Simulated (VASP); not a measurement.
A run of VASP 6.6.1:

Contents of INCAR:

```
PREC = Accurate ; ENCUT = 520
EDIFF = 1E-6 ; ISMEAR = -1
SIGMA = 0.05 ; LREAL = F
LASPH = T ; NELM = 60
ALGO = Normal ; ISIF = 2
LWAVE = F ; LCHARG = F
GGA = PS ; NBANDS = 11
```

The input KPOINTS:

```
Automatic mesh
0
Gamma
  18 18 18
```

POSCAR

```
Pd
1.0
    0.0388980000      1.9643490000      1.9643490000
    1.9643490000      0.0388980000      1.9643490000
    1.9643490000      1.9643490000      0.0388980000
Pd
1
Direct
    0.0000000000      0.0000000000      0.0000000000
```

Potentials or basis: VASP PAW PBE potentials, release 64 (Pd).

Run with:

```console
$ cat potpaw_PBE.64/Pd/POTCAR > POTCAR
$ mpirun -np 1 vasp_std > vasp.out
```

Hardware: 1 thread of Intel(R) Xeon(R) 6975P-C (Granite Rapids), with other jobs on the host.

Q: Estimate the wall time of this run.

A: It took 27 s on 1 thread of Intel(R) Xeon(R) 6975P-C (Granite Rapids) (shared host), peak memory 0.21 GiB. Counts: scf iterations 11, k points 580.
